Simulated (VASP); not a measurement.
# Al7BN8 (P1) in VASP: single point with PBEsol

Aim: the single point of Al7BN8 with PBEsol.

Everything below comes from runs of VASP 6.6.1. Logs are shortened: lines on timing, memory, paths and dates and some standing lists are left out, and cuts for length are marked.

### 1 The cell of the first run

The typed cell holds 96 atoms: a = 9.140 Å, b = 10.548 Å, c = 9.779 Å, α = 90.00°, β = 90.00°, γ = 90.00°.

### 2 Single point, PBEsol

File INCAR:

```
  PREC = Accurate
  ENCUT = 520
  EDIFF = 1E-6
  ISMEAR = -1
  SIGMA = 0.05
  LREAL = Auto
  LASPH = T
  NELM = 100
  ALGO = Normal
  ISIF = 2
  LWAVE = F
  LCHARG = T
  GGA = PS
  LELF = T
  LVHAR = T
  ISYM = 0
  NBANDS = 246
```

File KPOINTS:

```
Automatic mesh
0
Gamma
  1 1 1
  0.25 0.25 0.25
```

File POSCAR:

```
Al7BN8
1.0
    9.1401308085      0.0000000000      0.0000000000
    0.0000000000     10.5475775241      0.0000000000
    0.0000000000      0.0000000000      9.7785567307
B Al N
6 42 48
Direct
    0.1669910000      0.0815830000      0.2523300000
    0.3343410000      0.8337080000      0.7513180000
    0.8314820000      0.5829100000      0.7525160000
    0.6661660000      0.8327630000      0.2515480000
    0.1672820000      0.4180980000      0.5039300000
    0.6663080000      0.1674930000      0.0038000000
    0.1690650000      0.0781750000      0.7481590000
    0.0051220000      0.3328400000      0.2542390000
    0.0016220000      0.3377120000      0.7423430000
    0.5016840000      0.0788880000      0.2435650000
    0.5000450000      0.0803910000      0.7536060000
    0.3261350000      0.3314100000      0.2544540000
    0.3308610000      0.3325100000      0.7430600000
    0.1664870000      0.5821040000      0.2532790000
    0.1638970000      0.5857500000      0.7438010000
    0.9986010000      0.8364090000      0.2493580000
    0.9984900000      0.8302000000      0.7489940000
    0.8320230000      0.0809640000      0.2434110000
    0.8305270000      0.0853580000      0.7542780000
    0.6674630000      0.3330630000      0.2441620000
    0.6659810000      0.3342820000      0.7537750000
    0.4992550000      0.5905640000      0.2485470000
    0.5050390000      0.5872820000      0.7505250000
    0.3358390000      0.8377720000      0.2481560000
    0.8333160000      0.5885250000      0.2474070000
    0.6666650000      0.8286990000      0.7475440000
    0.0048380000      0.1689310000      0.4929220000
    0.0002540000      0.1666940000      0.0034170000
    0.3285250000      0.1679900000      0.4926170000
    0.3334530000      0.1659560000      0.0038640000
    0.1666680000      0.4172950000      0.9979790000
    0.9975910000      0.6599070000      0.5049810000
    0.9973260000      0.6660320000      0.9921490000
    0.6665020000      0.1673120000      0.4989910000
    0.4955310000      0.4182310000      0.4985870000
    0.4999510000      0.4110430000      0.0004200000
    0.3317280000      0.6666690000      0.5051740000
    0.3335100000      0.6693350000      0.9916480000
    0.1699020000      0.9151740000      0.4983010000
    0.1683550000      0.9196970000      0.9978340000
    0.8361390000      0.4208420000      0.5038800000
    0.8326520000      0.4127480000      0.9924440000
    0.6704060000      0.6675690000      0.4974110000
    0.6691800000      0.6687570000      0.9988520000
    0.4976760000      0.9145080000      0.4969520000
    0.5058090000      0.9173830000      0.9983220000
    0.8322080000      0.9175880000      0.4916840000
    0.8252950000      0.9190640000      0.0052220000
    0.0181110000      0.1565770000      0.1988840000
    0.0006710000      0.1647940000      0.6870570000
    0.3158300000      0.1556920000      0.1993790000
    0.3336390000      0.1631870000      0.6859590000
    0.1662630000      0.4174870000      0.1875080000
    0.1685830000      0.4196890000      0.6692950000
    0.0024530000      0.6688610000      0.1861280000
    0.9785960000      0.6567720000      0.6992030000
    0.6661290000      0.1674450000      0.1699280000
    0.6652930000      0.1672210000      0.6891060000
    0.4962550000      0.4173210000      0.1936950000
    0.4991130000      0.4191060000      0.6911610000
    0.3289290000      0.6711180000      0.1857260000
    0.3346440000      0.6865780000      0.6997870000
    0.1674790000      0.9360310000      0.1943890000
    0.1836670000      0.9039500000      0.6948850000
    0.8361450000      0.4182010000      0.1865800000
    0.8310180000      0.4348170000      0.6993830000
    0.6675540000      0.6855200000      0.1946650000
    0.6866020000      0.6575640000      0.6936150000
    0.5193090000      0.9055770000      0.1939210000
    0.4839850000      0.9052820000      0.6948400000
    0.8135300000      0.9064640000      0.1994370000
    0.8314520000      0.9187030000      0.6862270000
    0.1663250000      0.0803740000      0.4199820000
    0.1667060000      0.0846650000      0.9371350000
    0.0181480000      0.3447480000      0.4501260000
    0.0023290000      0.3319560000      0.9353810000
    0.4998670000      0.0846140000      0.4365740000
    0.5174920000      0.0924970000      0.9507570000
    0.3129520000      0.3433260000      0.4482200000
    0.3315940000      0.3317010000      0.9369500000
    0.1672200000      0.5659370000      0.4513370000
    0.1665160000      0.5831590000      0.9345570000
    0.0023210000      0.8287710000      0.4429490000
    0.9964180000      0.8383920000      0.9426130000
    0.8337640000      0.0875180000      0.4348290000
    0.8153470000      0.0932310000      0.9520170000
    0.6678210000      0.3344260000      0.4384380000
    0.6657290000      0.3131330000      0.9479750000
    0.4993940000      0.5860800000      0.4421250000
    0.5032090000      0.5805680000      0.9428890000
    0.3322310000      0.8301910000      0.4365600000
    0.3357930000      0.8380510000      0.9213400000
    0.8335010000      0.5830680000      0.4357610000
    0.8301830000      0.5808830000      0.9209290000
    0.6653150000      0.8336560000      0.4212530000
    0.6677080000      0.8329120000      0.9355690000
```

Potentials or basis: VASP PAW PBE potentials, release 64 (B, Al, N).

On the command line:

```bash
$ cat potpaw_PBE.64/B/POTCAR potpaw_PBE.64/Al/POTCAR potpaw_PBE.64/N/POTCAR > POTCAR
$ mpirun -np 1 vasp_std > vasp.out
```

OUTCAR:

```text
PREC = Accurate
   ENCUT = 520
   EDIFF = 1E-6
   ISMEAR = -1
   LREAL = Auto
   LASPH = T
   NELM = 100
   ISIF = 2
   GGA = PS
   ISYM = 0

 ion  position               nearest neighbor table
   1  0.167  0.082  0.252-  63 1.64  73 1.64  51 1.65  49 1.66
   2  0.334  0.834  0.751-  62 1.63  70 1.66  64 1.66  92 1.66
   3  0.831  0.583  0.753-  56 1.64  68 1.64  66 1.65  94 1.65
   4  0.666  0.833  0.252-  71 1.64  69 1.65  67 1.65  95 1.66
   5  0.167  0.418  0.504-  54 1.62  79 1.64  81 1.64  75 1.65
   6  0.666  0.167  0.004-  57 1.62  88 1.63  86 1.65  78 1.66
   7  0.169  0.078  0.748-  74 1.85  52 1.85  50 1.89  64 1.91  40 2.96  39 2.99  11 3.03  29 3.04
                            17 3.04  30 3.06  13 3.06  27 3.07  28 3.08  19 3.10   9 3.14
   8  0.005  0.333  0.254-  53 1.84  65 1.91  75 1.92  49 1.94  27 2.90  12 2.93  14 3.01  28 3.01
                            41 3.03  31 3.04  20 3.09  18 3.09  25 3.12  42 3.12
   9  0.002  0.338  0.742-  76 1.89  54 1.89  50 1.90  66 1.91  41 2.91  42 3.00  15 3.01  13 3.01
                            27 3.02  31 3.04  21 3.07  19 3.09  28 3.13   7 3.14
  10  0.502  0.079  0.244-  77 1.89  69 1.90  57 1.91  51 1.93  46 2.94  30 2.95  24 2.96  18 3.02
                            45 3.02  29 3.05  34 3.06  20 3.08  12 3.11
  11  0.500  0.080  0.754-  52 1.87  58 1.88  78 1.94  70 1.94  46 2.95  30 3.02  19 3.02   7 3.03
                            34 3.06  45 3.06  26 3.06  21 3.08  13 3.08  29 3.13
  12  0.326  0.331  0.254-  53 1.84  59 1.90  79 1.90  51 1.93  29 2.90   8 2.93  35 2.99  30 3.01
[... 23 lines left out ...]
  24  0.336  0.838  0.248-  91 1.84  61 1.86  69 1.90  63 1.93  45 2.96  10 2.96  39 2.99  22 3.00
                            40 3.01  46 3.01  38 3.07  16 3.08  37 3.09  14 3.11
  25  0.833  0.589  0.247-  93 1.84  55 1.86  65 1.89  67 1.90  44 2.98  43 2.98  16 3.02  33 3.02
                            32 3.03  14 3.05  22 3.05  41 3.07  20 3.09  42 3.11   8 3.12
  26  0.667  0.829  0.748-  96 1.84  72 1.88  68 1.89  70 1.93  23 2.94  43 2.98  44 2.98  46 3.01
                            17 3.03  45 3.03  48 3.06  11 3.06  47 3.07  19 3.09
  27  0.005  0.169  0.493-  85 1.87  73 1.89  50 1.90  75 1.90   8 2.90  29 2.96   9 3.02  18 3.05
                             7 3.07  39 3.07  41 3.07  47 3.09  34 3.09  19 3.14
  28  0.000  0.167  0.003-  76 1.87  74 1.87  49 1.92  86 1.93  18 2.95  19 3.01   8 3.01  42 3.02
                            40 3.03  30 3.05  31 3.05  48 3.06   7 3.08   9 3.13
  29  0.329  0.168  0.493-  77 1.88  73 1.89  52 1.89  79 1.90  12 2.90  27 2.96  13 3.00  39 3.04
                             7 3.04  35 3.05  10 3.05  45 3.09  34 3.09  11 3.13
  30  0.333  0.166  0.004-  74 1.87  80 1.87  51 1.92  78 1.92  10 2.95  36 3.00  40 3.00  12 3.01
                            11 3.02  28 3.05  31 3.06  46 3.06   7 3.06  13 3.10
  31  0.167  0.417  0.998-  53 1.85  76 1.86  80 1.86  82 1.86   9 3.04  12 3.04   8 3.04  14 3.04
                            13 3.04  33 3.05  36 3.05  28 3.05  42 3.05  15 3.06  30 3.06  38 3.07
  32  0.998  0.660  0.505-  93 1.83  83 1.88  56 1.91  81 1.91  15 2.89  41 2.92  17 2.99  43 2.99
                            14 3.02  25 3.03  37 3.05  47 3.11  16 3.12  39 3.12
  33  0.997  0.666  0.992-  82 1.86  84 1.88  55 1.90  94 1.90  17 2.94  15 2.99  44 3.00  25 3.02
                            31 3.05  42 3.07  38 3.07  16 3.09  40 3.10  48 3.10  14 3.11
  34  0.667  0.167  0.499-  85 1.85  77 1.86  58 1.86  87 1.86  19 3.04  47 3.04  20 3.04  21 3.05
                            11 3.06  18 3.06  10 3.06  35 3.07  45 3.08  29 3.09  41 3.09  27 3.09
  35  0.496  0.418  0.499-  89 1.85  60 1.88  87 1.90  79 1.91  13 2.97  12 2.99  37 3.02  23 3.04
                            22 3.05  29 3.05  21 3.07  34 3.07  20 3.08  43 3.08  41 3.11
  36  0.500  0.411  0.000-  80 1.86  90 1.87  59 1.89  88 1.90  20 2.95  21 2.96  30 3.00  42 3.04
                            31 3.05  12 3.07  13 3.07  23 3.07  22 3.08  38 3.12  44 3.13
  37  0.332  0.667  0.505-  91 1.85  89 1.86  62 1.91  81 1.91  15 2.92  23 2.99  39 3.01  35 3.02
                            45 3.02  14 3.02  22 3.05  32 3.05  24 3.09  43 3.10
  38  0.334  0.669  0.992-  82 1.86  90 1.87  61 1.90  92 1.91  23 2.96  15 3.01  40 3.04  22 3.05
                            46 3.05  31 3.07  44 3.07  33 3.07  24 3.07  14 3.12  36 3.12
  39  0.170  0.915  0.498-  91 1.84  83 1.86  73 1.90  64 1.93   7 2.99  24 2.99  45 3.00  37 3.01
                            16 3.01  29 3.04  17 3.04  27 3.07  47 3.09  32 3.12
  40  0.168  0.920  0.998-  74 1.84  84 1.87  92 1.91  63 1.93   7 2.96  30 3.00  24 3.01  28 3.03
                            17 3.04  16 3.04  38 3.04  46 3.08  33 3.10  48 3.14
[... 332 lines left out ...]
   NSW    =      0    number of steps for IOM
   IBRION =     -1    ionic relax: 0-MD 1-quasi-New 2-CG
   NFREE  =      0    steps in history (QN), initial steepest desc. (CG)
   ISIF   =      2    stress and relaxation
   ISYM   =      0    0-nonsym 1-usesym 2-fastsym
   POTIM  = 0.5000    time-step for ionic-motion
   TEBEG  =    0.0;   TEEND  =   0.0 temperature during run
   PSTRESS=    0.0 pullay stress
   NELECT =     384.0000    total number of electrons
   NUPDOWN=      -1.0000    fix difference up-down
   EMIN   =  10.00;   EMAX   =-10.00  energy-range for DOS
   EFERMI =   0.00;   METHOD = LEGACY
   ISMEAR =    -1;   SIGMA  =   0.05  broadening in eV -4-tet -1-fermi 0-gaus
   EFERMI_NEDOS =   21; number of points for ismear=-14 and -15
   IALGO  =     38    algorithm
   IMIX   =      4    mixing-type and parameters
     AMIX     =   0.40;   BMIX     =  1.00
     AMIX_MAG =   1.60;   BMIX_MAG =  1.00
  volume/ion in A,a.u.               =       9.82        66.27
  Fermi-wavevector in a.u.,A,eV,Ry     =   1.213553  2.293282 20.037435  1.472710
  Thomas-Fermi vector in A             =   2.349001
   LORBIT       =      0    0 simple, 1 ext, 2 COOP (PROOUT), +10 PAW based schemes
   GGA     = PS    functional components
   LHFCALC =     F    Hartree Fock is set to
   AEXX    =    0.0000 exact exchange contribution
   IVDW    =     0    specifies the selected vdW correction
   LEPSILON=     F    determine dielectric tensor
   LRPA    =     F    only Hartree local field effects (RPA)
 non-spin polarized calculation
  energy-cutoff  :      520.00
  volume of cell :      942.71
 maximum number of plane-waves:     25397
 NGX is ok and might be reduce to    70
   NGX = 33   NGY = 39   NGZ = 37

 number of electron     383.9999982 magnetization

 Free energy of the ion-electron system (eV)
  ---------------------------------------------------
  ext. energy  EPLUGINS =         0.00000000
  ---------------------------------------------------
  free energy    TOTEN  =      -758.04163654 eV

  energy without entropy =     -758.04163654  energy(sigma->0) =     -758.04163654

 E-fermi :   7.4115     XC(G=0): -11.2990

 val. band max:        6.1296302340   @ k =   0.2500  -0.2500  -0.2500
 cond. band min:      10.9726443677   @ k =  -0.2500  -0.2500   0.2500
 fundamental gap:      4.8430141337
 Fermi energy:         7.4115080773

 k-point     1 :       0.2500    0.2500    0.2500
  band No.  band energies     occupation
      1      -9.3314      2.00000
      2      -9.0323      2.00000
      3      -8.8712      2.00000
      4      -8.7674      2.00000
      5      -8.6452      2.00000
      6      -8.4815      2.00000
[... 817 lines left out ...]
    203      11.7551      0.00000
    204      11.8124      0.00000
 [bands above 204 left out]

------------------------ aborting loop because EDIFF is reached ----------------------------------------

  FORCE on cell =-STRESS in cart. coord.  units (eV):
  Direction    XX          YY          ZZ          XY          YZ          ZX
  --------------------------------------------------------------------------------------
  -------------------------------------------------------------------------------------
  Total        0.3283470      0.2158271      0.3952212      0.4854487     -0.7055974     -0.4139387
  in kB        0.5580379      0.3668062      0.6716932      0.8250382     -1.1991891     -0.7035042
  external PRESSURE =       0.5321791 kB  Pullay stress =       0.0000000 kB

 VOLUME and BASIS-vectors are now :
 -----------------------------------------------------------------------------
  energy-cutoff  :      520.00
  volume of cell :      942.71
      direct lattice vectors                 reciprocal lattice vectors
     9.140130809  0.000000000  0.000000000     0.109407625  0.000000000  0.000000000
     0.000000000 10.547577524  0.000000000     0.000000000  0.094808500  0.000000000
     0.000000000  0.000000000  9.778556731     0.000000000  0.000000000  0.102264580

 POSITION                                       TOTAL-FORCE (eV/Angst)
 -----------------------------------------------------------------------------------
      1.52632      0.86050      2.46742        -0.000471      0.003690      0.003260
      3.05592      8.79360      7.34681         0.004704     -0.001503     -0.004231
      7.59985      6.14829      7.35852         0.016387     -0.007192     -0.000841
      6.08884      8.78363      2.45978         0.013192     -0.006978     -0.003897
      1.52898      4.40992      4.92771        -0.014349      0.004060     -0.001172
      6.09014      1.76665      0.03716        -0.014814     -0.000429     -0.005130
[... 88 lines left out ...]
      6.08107      8.79305      4.11925         0.000981      0.007676      0.017327
      6.10294      8.78520      9.14851        -0.000652      0.001243     -0.004074
 -----------------------------------------------------------------------------------
    total drift:                                0.002049      0.003227     -0.010554

  FREE ENERGIE OF THE ION-ELECTRON SYSTEM (eV)
  ---------------------------------------------------
  free  energy   TOTEN  =      -758.0416365430 eV

  energy  without entropy=     -758.0416365430  energy(sigma->0) =     -758.04163654
```

Wall time 47 min (1 thread of AMD EPYC 7R13 (Zen 3), shared host); peak memory 1.2 GiB.

What came out:

```
Free energy            : -758.0416 eV
Pressure               : 0.1 GPa
Largest force          : 0.031 eV/Å
Band gap on the k mesh : 4.84 eV (least direct gap 4.86 eV)
```

Forces on the atoms (eV/Å):
```
B    0.000  0.004  0.003
B    0.005 -0.002 -0.004
B    0.016 -0.007 -0.001
B    0.013 -0.007 -0.004
B   -0.014  0.004 -0.001
B   -0.015  0.000 -0.005
Al  -0.006 -0.004 -0.003
Al  -0.010  0.000 -0.001
Al  -0.001  0.002  0.006
Al  -0.007  0.004 -0.004
Al  -0.001  0.001 -0.002
Al   0.011  0.001 -0.001
Al   0.003  0.002  0.004
Al   0.004  0.000  0.001
Al   0.003 -0.001 -0.004
Al   0.007  0.001 -0.002
Al   0.002 -0.006 -0.002
Al   0.010  0.007 -0.006
Al   0.007  0.007  0.004
Al   0.003  0.002  0.003
Al   0.000  0.014 -0.004
Al   0.000 -0.009  0.002
Al  -0.008 -0.005 -0.003
Al   0.000  0.001 -0.001
Al   0.000 -0.006  0.007
Al  -0.001 -0.006  0.002
Al  -0.005  0.002 -0.002
Al  -0.001  0.006  0.001
Al   0.001  0.001 -0.002
Al   0.001  0.001 -0.004
Al  -0.006 -0.002  0.004
Al   0.006  0.002 -0.002
Al   0.004 -0.005 -0.006
Al  -0.005  0.000  0.006
Al   0.000 -0.009  0.002
Al   0.003  0.002 -0.009
Al  -0.007 -0.002  0.001
Al  -0.010 -0.004  0.002
Al  -0.001  0.002  0.004
Al  -0.004 -0.007  0.003
Al  -0.001 -0.002  0.002
Al  -0.001  0.000 -0.001
Al  -0.002 -0.005  0.002
Al  -0.001 -0.006  0.002
Al  -0.001  0.000  0.000
Al  -0.007  0.001  0.001
Al   0.000  0.002  0.000
Al   0.006  0.002 -0.002
N   -0.018  0.011 -0.002
N    0.004 -0.005  0.002
N    0.014 -0.001 -0.003
N    0.000  0.000 -0.005
N    0.001  0.002 -0.005
N   -0.002  0.004  0.013
N    0.001  0.005  0.000
N    0.006  0.006 -0.004
N    0.000  0.000  0.015
N   -0.001 -0.002  0.001
N   -0.003  0.001  0.003
N    0.001  0.004  0.002
N   -0.001  0.005 -0.004
N    0.001 -0.015 -0.004
N    0.002 -0.018 -0.006
N   -0.020  0.013 -0.004
N   -0.002  0.000  0.003
N    0.000 -0.016 -0.006
N    0.000 -0.009 -0.010
N   -0.022  0.019 -0.010
N   -0.018  0.014 -0.005
N    0.014  0.000 -0.006
N    0.006  0.005 -0.005
N   -0.005 -0.001 -0.006
N    0.000  0.000  0.017
N    0.001  0.002  0.005
N   -0.006 -0.009 -0.001
N    0.001 -0.001 -0.003
N    0.004 -0.003  0.002
N   -0.006 -0.005 -0.001
N    0.022 -0.018 -0.005
N    0.003 -0.005 -0.001
N    0.000  0.019 -0.003
N    0.002  0.004  0.005
N    0.001  0.001  0.004
N    0.002  0.009  0.006
N    0.003 -0.004  0.002
N    0.020 -0.014 -0.009
N   -0.001  0.000 -0.002
N   -0.003  0.014  0.001
N    0.002  0.005 -0.001
N    0.002 -0.001  0.004
N    0.004 -0.002 -0.003
N    0.003  0.001  0.014
N    0.000  0.002 -0.006
N    0.000  0.000  0.021
N    0.001  0.008  0.017
N   -0.001  0.001 -0.004
```

Stress tensor (GPa, compression positive):
```
 0.06  0.08 -0.07
 0.08  0.04 -0.12
-0.07 -0.12  0.07
```

Caveat: the PAW data sets were made with another functional, which shifts forces and pressure a little; a shifted mesh leaves out Γ, where band edges can lie. A k mesh can miss the band edges.
